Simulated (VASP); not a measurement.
Wanted: the native input for a VASP 6.6.1 run.

| Quantity | Value |
| --- | --- |
| Task | single point |
| Functional | PBE |
| Dispersion | D3(BJ) |
| Potentials or basis | VASP PAW PBE potentials, release 64 (Pt, Fe) |
| Cutoff | 520 eV |
| k mesh | 10 × 10 × 7 |
| Occupations | fermi-dirac, width 0.05 eV |
| Spin | collinear spin, ferromagnetic start |
| Starting moments | [0.0, 3.0] μB |
| Dipole correction | no |
| Further INCAR settings | ALGO = Normal; EDIFF = 1e-07; NBANDS = 20 |

The structure of FePt lies in POSCAR:

```
FePt
1.0
    2.7078914936      0.0000000000      0.0000000000
    0.0000000000      2.7078914936      0.0000000000
    0.0000000000      0.0000000000      3.7087040095
Pt Fe
1 1
Direct
    0.5000000000      0.5000000000      0.5000000000
    0.0000000000      0.0000000000      0.0000000000
```

These files were run (other wordings do the same):

INCAR

```
SYSTEM = FePt
  ALGO = Normal
  EDIFF = 1E-7
  ENCUT = 520
  GGA = PE
  ISIF = 2
  ISMEAR = -1
  ISPIN = 2
  IVDW = 12
  LASPH = .True.
  LCHARG = .False.
  LMAXMIX = 4
  LORBIT = 11
  LREAL = .False.
  LWAVE = .False.
  MAGMOM = 0 3
  NBANDS = 20
  NELM = 150
  PREC = Accurate
  SIGMA = 0.05
```

KPOINTS

```
k-points
0
Gamma
  10 10 7
  0 0 0
```

Potentials or basis: VASP PAW PBE potentials, release 64 (Pt, Fe).

Launch:

```bash
$ cat potpaw_PBE.64/Pt/POTCAR potpaw_PBE.64/Fe/POTCAR > POTCAR
$ mpirun -np 1 vasp_std > vasp.out
```

Results of the run:

The pressure is -0.4 GPa. The net moment is 3.25 μB per cell, the site moments are Pt +0.33; Fe +2.89 μB and the valence electrons inside the program's atomic spheres are Pt 9.47; Fe 7.02. The dispersion energy per atom is -0.544 eV.

Wall time 110 s on 1 thread of Oxide Virtual Turin-like Processor, on a shared host, peak memory 0.17 GiB.
